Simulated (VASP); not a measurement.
The system is CdS3.

```
Cd S
1.0
     6.58564    0.00000    0.00000
    -3.29282    5.70333    0.00000
     0.00000    0.00000    5.53936
Cd S
2 6
Direct
  0.33333 0.66667 0.75000
  0.66667 0.33333 0.25000
  0.22256 0.44513 0.25000
  0.55487 0.77744 0.25000
  0.22256 0.77744 0.25000
  0.77744 0.55487 0.75000
  0.44513 0.22256 0.75000
  0.77744 0.22256 0.75000
```

The cell was generated, and may not be a known phase.

| Property | Result |
| --- | --- |
| Program | VASP 6.6.1 |
| Task | relaxation of cell and atoms |
| Functional | PBE |
| Potentials or basis | VASP PAW PBE potentials, release 64 (Cd, S) |
| Cutoff | 500 eV |
| k mesh | 6 × 6 × 8 |
| Occupations | gaussian, width 0.1 eV |
| Spin | no spin polarisation |

At the start: pressure 0.0 GPa; volume 26.01 Å³/atom.

Q: Where does the relaxation end?

A: Over 29 steps the energy falls by 64.7 meV/atom and the volume is 34.38 Å³/atom (+32.2 %); space group P6_3/mmc (No. 194, to 0.1 Å) before and after.

Step by step:
```csv
step,energy change (eV),largest force (eV/Å),pressure (GPa),volume (Å³)
1,0.0000,0.2140,0.02,208.06
2,-0.0330,0.0050,0.79,208.13
3,-0.0487,0.2510,1.75,208.18
4,-0.0624,0.2445,1.80,208.96
5,-0.1074,0.2451,2.00,211.29
6,-0.1970,0.3926,2.49,215.90
7,-0.2224,1.3343,3.77,224.92
8,-0.2491,0.8514,3.17,221.15
9,-0.2759,0.8251,2.99,223.07
10,-0.3390,0.7554,2.52,228.87
11,-0.4049,0.6340,1.80,240.60
12,-0.4026,0.4315,0.92,264.53
13,-0.4181,0.5224,1.27,253.17
14,-0.4484,0.1749,0.69,253.28
15,-0.4594,0.1852,0.08,253.38
16,-0.4594,0.1718,0.10,253.37
17,-0.4621,0.1683,0.11,253.56
18,-0.4698,0.1561,0.11,254.10
19,-0.4830,0.1299,0.12,255.16
20,-0.5002,0.0682,0.18,257.22
21,-0.4925,0.0948,0.42,261.00
22,-0.5044,0.0011,0.27,258.69
23,-0.5072,0.1604,-0.05,262.27
24,-0.5072,0.1563,-0.04,262.18
25,-0.5087,0.1434,-0.04,263.15
26,-0.5126,0.1018,-0.02,266.07
27,-0.5168,0.0123,0.02,271.99
28,-0.5172,0.0239,0.04,274.26
29,-0.5172,0.0051,-0.01,275.00
```

Final structure:
```
Cd S
1.0
     6.90707    0.00000    0.00000
    -3.45354    5.98170    0.00000
     0.00000    0.00000    6.65610
Cd S
2 6
Direct
  0.33333 0.66667 0.75000
  0.66667 0.33333 0.25000
  0.23257 0.46514 0.25000
  0.53486 0.76743 0.25000
  0.23257 0.76743 0.25000
  0.76743 0.53486 0.75000
  0.46514 0.23257 0.75000
  0.76743 0.23257 0.75000
```

Caveat: the volume moved by over 15 % at a fixed basis, so the end points are rough.
